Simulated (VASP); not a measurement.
Set up this calculation in VASP 6.6.1, as the native input.

```
Task                   : single point
Functional             : r2SCAN
Potentials or basis    : VASP PAW PBE potentials, release 64 (Sn_d)
Cutoff                 : 520 eV
k mesh                 : 11 × 11 × 3
Occupations            : fermi-dirac, width 0.1 eV
Spin                   : no spin polarisation
Dipole correction      : no
Further INCAR settings : ALGO = Normal; EDIFF = 1e-07; NBANDS = 36
```

Crystal: Sn.

```
Sn
1.0
     3.35728    0.00000    0.00000
    -1.67864    2.90749    0.00000
     0.00000    0.00000   11.12067
Sn
4
Direct
  0.00000 0.00000 0.00000
  0.00000 0.00000 0.50000
  0.33333 0.66667 0.25000
  0.66667 0.33333 0.75000
```

These files were run (other wordings do the same):

POSCAR

```
Sn
1.0
    3.3572847466      0.0000000000      0.0000000000
   -1.6786423733      2.9074938783      0.0000000000
    0.0000000000      0.0000000000     11.1206692354
Sn
4
Direct
    1.0000000000      1.0000000000      1.0000000000
    1.0000000000      1.0000000000      0.5000000000
    0.3333333333      0.6666666667      0.2500000000
    0.6666666667      0.3333333333      0.7500000000
```

INCAR.step1

```
SYSTEM = Sn
PREC = Accurate
ENCUT = 520
ISMEAR = -1
SIGMA = 0.1
LREAL = .False.
LASPH = .True.
NELM = 100
NBANDS = 36
GGA = PE
ALGO = Normal
EDIFF = 1E-4
LWAVE = .True.
LCHARG = .False.
```

INCAR.step2

```
SYSTEM = Sn
PREC = Accurate
ENCUT = 520
EDIFF = 1E-7
ISMEAR = -1
SIGMA = 0.1
LREAL = .False.
LASPH = .True.
NELM = 100
ALGO = Normal
ISIF = 2
LWAVE = .False.
LCHARG = .False.
METAGGA = R2SCAN
LMIXTAU = .True.
NBANDS = 36
ISTART = 1
```

KPOINTS

```
Automatic mesh
0
Gamma
  11 11 3
  0 0 0
```

Potentials or basis: VASP PAW PBE potentials, release 64 (Sn_d).

The run is started by

```bash
$ cat potpaw_PBE.64/Sn_d/POTCAR > POTCAR
$ cp INCAR.step1 INCAR
$ mpirun -np 1 vasp_std > vasp.out
$ cp INCAR.step2 INCAR
$ mpirun -np 1 vasp_std > vasp.out
```

It gave:

```json
{"Pressure": "0.0 GPa", "Band gap on the k mesh": "zero (band 28 reaches 14.45 eV, above the bottom of band 29 at 6.24 eV)"}
```

Caveat: the PAW data sets were made with another functional, which shifts forces and pressure a little; spin-orbit coupling is left out, which moves the levels of the heavy elements.

It took 4.1 min on 1 thread of Intel(R) Xeon(R) 6975P-C (Granite Rapids), with other jobs on the host, peak memory 0.31 GiB.
